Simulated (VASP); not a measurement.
Crystal: SiB2.

```xyz
6
Lattice="4.1388 0.0000 0.0000 0.0000 4.1388 0.0000 0.0000 0.0000 4.1266" Properties=species:S:1:pos:R:3 pbc="T T T"
Si    2.0694    2.0694    0.0000
Si    0.0000    0.0000    2.0633
B     0.6411    1.4283    1.0316
B     3.4978    2.7105    1.0316
B     1.4283    3.4978    3.0949
B     2.7105    0.6411    3.0949
```

The cell was built from a structure type or drawn by symmetry, and may not be a known phase.

```yaml
Program: VASP 6.6.1
Task: relaxation of cell and atoms
Functional: PBE
Potentials_or_basis: VASP PAW PBE potentials, release 64 (Si, B)
Cutoff: 500 eV
k_mesh: 4 × 4 × 4
Occupations: gaussian, width 0.1 eV
Spin: no spin polarisation
```

At the start: pressure 22.1 GPa; volume 11.78 Å³/atom.

Task: Where does the relaxation end?

Result: Over 13 steps the energy falls by 365.0 meV/atom and the volume is 13.93 Å³/atom (+18.2 %); space group P-4n2 (No. 118, to 0.1 Å) before and after.

Step by step:
```
step  energy change (eV)  largest force (eV/Å)  pressure (GPa)  volume (Å³)
   1              0.0000                3.1764           22.14        70.69
   2             -1.8580                0.1239           -5.16        88.64
   3             -1.8987                0.4794           -3.43        86.16
   4             -1.9366                1.3413            2.19        83.51
   5             -1.9681                0.5357           -0.25        84.54
   6             -2.0372                0.2735            1.04        83.48
   7             -2.1000                0.2309            4.02        81.02
   8             -2.1467                0.2594            2.72        81.89
   9             -2.1782                0.1662           -1.10        84.30
  10             -2.1877                0.2100            0.21        83.47
  11             -2.1878                0.2062            0.09        83.55
  12             -2.1898                0.0211            0.36        83.55
  13             -2.1899                0.0025            0.34        83.55
```

Final structure:
```yaml
crystal:
  lattice:
    - [4.06044, 0.00000, 0.00000]
    - [0.00000, 4.06044, 0.00000]
    - [0.00000, 0.00000, 5.06765]
  atoms:
    - { symbol: Si, position: [0.50000, 0.50000, 0.00000] }
    - { symbol: Si, position: [0.00000, 0.00000, 0.50000] }
    - { symbol: B, position: [0.13743, 0.36257, 0.25000] }
    - { symbol: B, position: [0.86257, 0.63743, 0.25000] }
    - { symbol: B, position: [0.36257, 0.86257, 0.75000] }
    - { symbol: B, position: [0.63743, 0.13743, 0.75000] }
```

Caveat: the k points lie up to 0.39 Å⁻¹ apart in the final cell, too coarse for converged energies and pressures of a metal; the volume moved by over 15 % at a fixed basis, so the end points are rough.
